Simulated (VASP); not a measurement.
# Ga (P6_3/mmc) in VASP: relaxation of cell and atoms with PBE

Aim: the relaxation of cell and atoms of Ga with PBE.

Program: VASP 6.6.1. These are calculated values, not measurements. Logs are shortened: lines on timing, memory, paths and dates and some standing lists are left out, and cuts for length are marked.

### 1 The cell of the first run

The structure is hexagonal, space group P6_3/mmc (No. 194). The conventional cell has a = 4.456 Å, b = 4.456 Å, c = 5.297 Å, α = 90.00°, β = 90.00°, γ = 120.00°. Within 3.4 Å of Ga (site symmetry -6m2) lie 5 Ga at 2.57 to 2.65 Å. Within 3.4 Å of Ga (site symmetry -6m2) lie 3 Ga at 2.57 Å.

This isn't the form of Ga at room conditions, which is orthorhombic.

### 2 Relaxation of cell and atoms, PBE

INCAR

```
  ALGO = Normal
  EDIFF = 1E-7
  EDIFFG = -0.01
  ENCUT = 600
  GGA = PE
  IBRION = 2
  ISIF = 3
  ISMEAR = 0
  LASPH = True
  LCHARG = False
  LREAL = False
  LWAVE = False
  NELM = 100
  NSW = 100
  PREC = Accurate
  SIGMA = 0.1
```

KPOINTS

```
k-points
0
Gamma
  12 12 10
```

POSCAR

```
Ga
1.0
    4.4560275272      0.0000000000      0.0000000000
   -2.2280137636      3.8590330385      0.0000000000
    0.0000000000      0.0000000000      5.2972661747
Ga
4
Direct
    0.0000000000      0.0000000000      0.2500000000
    0.0000000000      0.0000000000      0.7500000000
    0.3333333333      0.6666666667      0.7500000000
    0.6666666667      0.3333333333      0.2500000000
```

Potentials or basis: VASP PAW PBE potentials, release 64 (Ga_d).

The run is started by

```
> cat potpaw_PBE.64/Ga_d/POTCAR > POTCAR
> mpirun -np 1 vasp_std > vasp.out
```

OUTCAR:

```text
EDIFF = 1E-7
   EDIFFG = -0.01
   ENCUT = 600
   GGA = PE
   IBRION = 2
   ISIF = 3
   ISMEAR = 0
   LASPH = True
   LREAL = False
   NELM = 100
   NSW = 100
   PREC = Accurate

 ion  position               nearest neighbor table
   1  0.000  0.000  0.250-   4 2.57   4 2.57   4 2.57   2 2.65   2 2.65
   2  0.000  0.000  0.750-   3 2.57   3 2.57   3 2.57   1 2.65   1 2.65
   3  0.333  0.667  0.750-   2 2.57   2 2.57   2 2.57
   4  0.667  0.333  0.250-   1 2.57   1 2.57   1 2.57

  LATTYP: Found a hexagonal cell.
 ALAT       =     4.4560275272
 C/A-ratio  =     1.1887866810

  Lattice vectors:

 A1 = (   4.4560275272,   0.0000000000,   0.0000000000)
 A2 = (  -2.2280137636,   3.8590330385,   0.0000000000)
 A3 = (   0.0000000000,   0.0000000000,   5.2972661747)

Analysis of symmetry for initial positions (statically):
=====================================================================
 Subroutine PRICEL returns:
 Original cell was already a primitive cell.

 Routine SETGRP: Setting up the symmetry group for a
 hexagonal supercell.

 Subroutine GETGRP returns: Found 24 space group operations
 (whereof 12 operations were pure point group operations)
 out of a pool of 24 trial point group operations.

The static configuration has the point symmetry D_3d.
 The point group associated with its full space group is D_6h.

Analysis of symmetry for dynamics (positions and initial velocities):
=====================================================================
 Subroutine PRICEL returns:
 Original cell was already a primitive cell.

 Routine SETGRP: Setting up the symmetry group for a
 hexagonal supercell.

 Subroutine GETGRP returns: Found 24 space group operations
 (whereof 12 operations were pure point group operations)
 out of a pool of 24 trial point group operations.

The dynamic configuration has the point symmetry D_3d.
 The point group associated with its full space group is D_6h.

 Subroutine INISYM returns: Found 24 space group operations
 (whereof 12 operations are pure point group operations),
 and found     1 'primitive' translations

----------------------------------------------------------------------------------------

                                     Primitive cell

  volume of cell :      91.0916

  direct lattice vectors                    reciprocal lattice vectors
     4.456027527  0.000000000  0.000000000     0.224415131  0.129566136  0.000000000
    -2.228013764  3.859033038  0.000000000     0.000000000  0.259132272  0.000000000
     0.000000000  0.000000000  5.297266175     0.000000000  0.000000000  0.188776619

  length of vectors
     4.456027527  4.456027527  5.297266175     0.259132272  0.259132272  0.188776619

  position of ions in fractional coordinates (direct lattice)
     0.000000000  0.000000000  0.250000000
     0.000000000  0.000000000  0.750000000
     0.333333333  0.666666667  0.750000000
     0.666666667  0.333333333  0.250000000

  ion indices of the primitive-cell ions
   primitive index   ion index
                 1           1
                 2           2
                 3           3
                 4           4

----------------------------------------------------------------------------------------

 KPOINTS: k-points

Automatic generation of k-mesh.
 Grid dimensions read from file:
 generate k-points for:   12   12   10

 Generating k-lattice:

  Cartesian coordinates                     Fractional coordinates (reciprocal lattice)
     0.018701261  0.010797178  0.000000000     0.083333333  0.000000000  0.000000000
     0.000000000  0.021594356  0.000000000     0.000000000  0.083333333  0.000000000
     0.000000000  0.000000000  0.018877662     0.000000000  0.000000000  0.100000000

  Length of vectors
     0.021594356  0.021594356  0.018877662

  Shift w.r.t. Gamma in fractional coordinates (k-lattice)
     0.000000000  0.000000000  0.000000000

 Subroutine IBZKPT returns following result:
 ===========================================

 Found    114 irreducible k-points:

 Following reciprocal coordinates:
            Coordinates               Weight
  0.000000  0.000000  0.000000      1.000000
  0.083333  0.000000  0.000000      6.000000
  0.166667  0.000000  0.000000      6.000000
  0.250000  0.000000  0.000000      6.000000
  0.333333  0.000000  0.000000      6.000000
  0.416667  0.000000  0.000000      6.000000
[... 16 lines left out ...]
  0.250000  0.000000  0.100000     12.000000
  0.333333  0.000000  0.100000     12.000000
 [... further k-points ...]
   k-points           NKPTS =    114   k-points in BZ     NKDIM =    114   number of bands    NBANDS=     31
   number of dos      NEDOS =    301   number of ions     NIONS =      4
   total plane-waves  NPLWV =  54432
   dimension x,y,z NGX =    36 NGY =   36 NGZ =   42
   dimension x,y,z NGXF=    72 NGYF=   72 NGZF=   84
   ions per type =               4
   NGX,Y,Z   is equivalent  to a cutoff of  13.43, 13.43, 13.18 a.u.
   NGXF,Y,Z  is equivalent  to a cutoff of  26.86, 26.86, 26.36 a.u.
 SYSTEM =  unknown system
   PREC   = accura    normal or accurate (medium, high low for compatibility)
   ISTART =      0    job   : 0-new  1-cont  2-samecut
   ICHARG =      2    charge: 1-file 2-atom 10-const
   ISPIN  =      1    spin polarized calculation?
   LNONCOLLINEAR =      F non collinear calculations
   LSORBIT =      F    spin-orbit coupling
   LASPH  =      T    aspherical Exc in radial PAW
   ENCUT  =  600.0 eV  44.10 Ry    6.64 a.u.   8.90  8.90 10.58*2*pi/ulx,y,z
   NELM   =    100;   NELMIN=  2; NELMDL= -5     # of ELM steps
   EDIFF  = 0.1E-06   stopping-criterion for ELM
   LREAL  =      F    real-space projection
   EDIFFG = -.1E-01   stopping-criterion for IOM
   NSW    =    100    number of steps for IOM
   IBRION =      2    ionic relax: 0-MD 1-quasi-New 2-CG
   NFREE  =      1    steps in history (QN), initial steepest desc. (CG)
   ISIF   =      3    stress and relaxation
   ISYM   =      2    0-nonsym 1-usesym 2-fastsym
   POTIM  = 0.5000    time-step for ionic-motion
   TEBEG  =    0.0;   TEEND  =   0.0 temperature during run
   PSTRESS=    0.0 pullay stress
   NELECT =      52.0000    total number of electrons
   NUPDOWN=      -1.0000    fix difference up-down
   EMIN   =  10.00;   EMAX   =-10.00  energy-range for DOS
   EFERMI =   0.00;   METHOD = LEGACY
   ISMEAR =     0;   SIGMA  =   0.10  broadening in eV -4-tet -1-fermi 0-gaus
   EFERMI_NEDOS =   21; number of points for ismear=-14 and -15
   IALGO  =     38    algorithm
   IMIX   =      4    mixing-type and parameters
     AMIX     =   0.40;   BMIX     =  1.00
     AMIX_MAG =   1.60;   BMIX_MAG =  1.00
  volume/ion in A,a.u.               =      22.77       153.68
  Fermi-wavevector in a.u.,A,eV,Ry     =   1.358053  2.566347 25.093315  1.844307
  Thomas-Fermi vector in A             =   2.484919
   LORBIT       =      0    0 simple, 1 ext, 2 COOP (PROOUT), +10 PAW based schemes
   GGA     = PE    functional components
   LHFCALC =     F    Hartree Fock is set to
   AEXX    =    0.0000 exact exchange contribution
   IVDW    =     0    specifies the selected vdW correction
   LEPSILON=     F    determine dielectric tensor
   LRPA    =     F    only Hartree local field effects (RPA)
 conjugate gradient relaxation of ions
 non-spin polarized calculation
 Gauss-broadening in eV      SIGMA  =   0.10
  energy-cutoff  :      600.00
  volume of cell :       91.09
 maximum number of plane-waves:      3075
 NGX is ok and might be reduce to    36
   NGX = 17   NGY = 17   NGZ = 21

--------------------------------------- Ionic step        1  -------------------------------------------

 number of electron      52.0000066 magnetization

 Free energy of the ion-electron system (eV)
  ---------------------------------------------------
  ext. energy  EPLUGINS =         0.00000000
  ---------------------------------------------------
  free energy    TOTEN  =       -11.06483207 eV

  energy without entropy =      -11.05694585  energy(sigma->0) =      -11.06088896

------------------------ aborting loop because EDIFF is reached ----------------------------------------

  FORCE on cell =-STRESS in cart. coord.  units (eV):
  Direction    XX          YY          ZZ          XY          YZ          ZX
  --------------------------------------------------------------------------------------
  -------------------------------------------------------------------------------------
  Total       -0.2401749     -0.2401749      0.3627334      0.0000000     -0.0000000      0.0000000
  in kB       -4.2243521     -4.2243521      6.3799900      0.0000000     -0.0000000      0.0000000
  external PRESSURE =      -0.6895714 kB  Pullay stress =       0.0000000 kB

 VOLUME and BASIS-vectors are now :
 -----------------------------------------------------------------------------
  energy-cutoff  :      600.00
  volume of cell :       91.09
      direct lattice vectors                 reciprocal lattice vectors
     4.456027527  0.000000000  0.000000000     0.224415131  0.129566136  0.000000000
    -2.228013764  3.859033038  0.000000000     0.000000000  0.259132272  0.000000000
     0.000000000  0.000000000  5.297266175     0.000000000  0.000000000  0.188776619
[... 115 lines left out ...]
 POSITION                                       TOTAL-FORCE (eV/Angst)
 -----------------------------------------------------------------------------------
     -2.21502      3.83652      1.33598        -0.000000      0.000000      0.000000
      4.43004     -0.00000      4.00795         0.000000     -0.000000     -0.000000
     -0.00000      2.55768      4.00795         0.000000     -0.000000     -0.000000
      2.21502      1.27884      1.33598        -0.000000     -0.000000      0.000000
 -----------------------------------------------------------------------------------
    total drift:                               -0.000000      0.000000     -0.000000

  FREE ENERGIE OF THE ION-ELECTRON SYSTEM (eV)
  ---------------------------------------------------
  free  energy   TOTEN  =       -11.0679702546 eV

  energy  without entropy=      -11.0601161523  energy(sigma->0) =      -11.06404320

--------------------------------------- Ionic step        5  -------------------------------------------

 number of electron      52.0000063 magnetization

 Free energy of the ion-electron system (eV)
  ---------------------------------------------------
  ext. energy  EPLUGINS =         0.00000000
  ---------------------------------------------------
  free energy    TOTEN  =       -11.06800870 eV

  energy without entropy =      -11.06004964  energy(sigma->0) =      -11.06402917

 E-fermi :   3.8283     XC(G=0):  -9.9023

 val. band max:        3.8248148194   @ k =   0.0833   0.0833   0.3000
 cond. band min:       3.8435125350   @ k =   0.2500   0.0833   0.3000
 fundamental gap:      0.0186977156
 Fermi energy:         3.8282657000

 k-point     1 :       0.0000    0.0000    0.0000
  band No.  band energies     occupation
      1     -11.2977      2.00000
      2     -11.2123      2.00000
      3     -11.1582      2.00000
      4     -11.1582      2.00000
      5     -11.1188      2.00000
      6     -11.1188      2.00000
[... 805 lines left out ...]
     30       6.9787      0.00000
     31       8.4190      0.00000

 [... further k-points ...]

------------------------ aborting loop because EDIFF is reached ----------------------------------------

  FORCE on cell =-STRESS in cart. coord.  units (eV):
  Direction    XX          YY          ZZ          XY          YZ          ZX
  --------------------------------------------------------------------------------------
  -------------------------------------------------------------------------------------
  Total        0.0024154      0.0024154      0.0159588      0.0000000      0.0000000      0.0000000
  in kB        0.0425118      0.0425118      0.2808751      0.0000000      0.0000000      0.0000000
  external PRESSURE =       0.1219662 kB  Pullay stress =       0.0000000 kB

 VOLUME and BASIS-vectors are now :
 -----------------------------------------------------------------------------
  energy-cutoff  :      600.00
  volume of cell :       91.03
      direct lattice vectors                 reciprocal lattice vectors
     4.432604407  0.000000000  0.000000000     0.225601003  0.130250800  0.000000000
    -2.216302203  3.838748021  0.000000000     0.000000000  0.260501600  0.000000000
     0.000000000 -0.000000000  5.349931626     0.000000000 -0.000000000  0.186918277

 POSITION                                       TOTAL-FORCE (eV/Angst)
 -----------------------------------------------------------------------------------
      0.00000     -0.00000      1.33748         0.000000      0.000000      0.000000
     -2.21630      3.83875      4.01245        -0.000000     -0.000000     -0.000000
     -0.00000      2.55917      4.01245        -0.000000      0.000000      0.000000
      2.21630      1.27958      1.33748         0.000000     -0.000000     -0.000000
 -----------------------------------------------------------------------------------
    total drift:                               -0.000000      0.000000     -0.000000

  FREE ENERGIE OF THE ION-ELECTRON SYSTEM (eV)
  ---------------------------------------------------
  free  energy   TOTEN  =       -11.0680086995 eV

  energy  without entropy=      -11.0600496352  energy(sigma->0) =      -11.06402917

 reached required accuracy - stopping structural energy minimisation
```

Wall time 14 min (1 thread of Intel Xeon Platinum 8488C (Sapphire Rapids), shared host); peak memory 0.43 GiB.

What came out:

```
Free energy                           : -11.0680 eV
Relaxed volume                        : 22.76 Å³/atom
Relaxed cell                          : a = 4.433 Å, b = 4.433 Å, c = 5.350 Å, α = 90.00°, β = 90.00°, γ = 120.00°
Space group after relaxing (to 0.1 Å) : P6_3/mmc (No. 194)
Energy gained by relaxing             : 0.8 meV/atom
Ionic steps                           : 5
Pressure after relaxing               : 0.0 GPa
Band gap on the k mesh                : zero (bands 26 and 27 overlap by 1.86 eV)
```

Step by step:
| step | energy change (eV) | largest force (eV/Å) | pressure (GPa) | volume (Å³) |
| --- | --- | --- | --- | --- |
| 1 | 0.0000 | 0.0000 | -0.07 | 91.09 |
| 2 | -0.0023 | 0.0000 | -0.02 | 90.96 |
| 3 | -0.0031 | 0.0000 | 0.08 | 90.85 |
| 4 | -0.0031 | 0.0000 | 0.09 | 90.83 |
| 5 | -0.0032 | 0.0000 | 0.01 | 91.03 |

Final structure:
```
Ga
1.0
     4.43260    0.00000    0.00000
    -2.21630    3.83875    0.00000
     0.00000    0.00000    5.34993
Ga
4
Direct
  0.00000 0.00000 0.25000
  0.00000 0.00000 0.75000
  0.33333 0.66667 0.75000
  0.66667 0.33333 0.25000
```
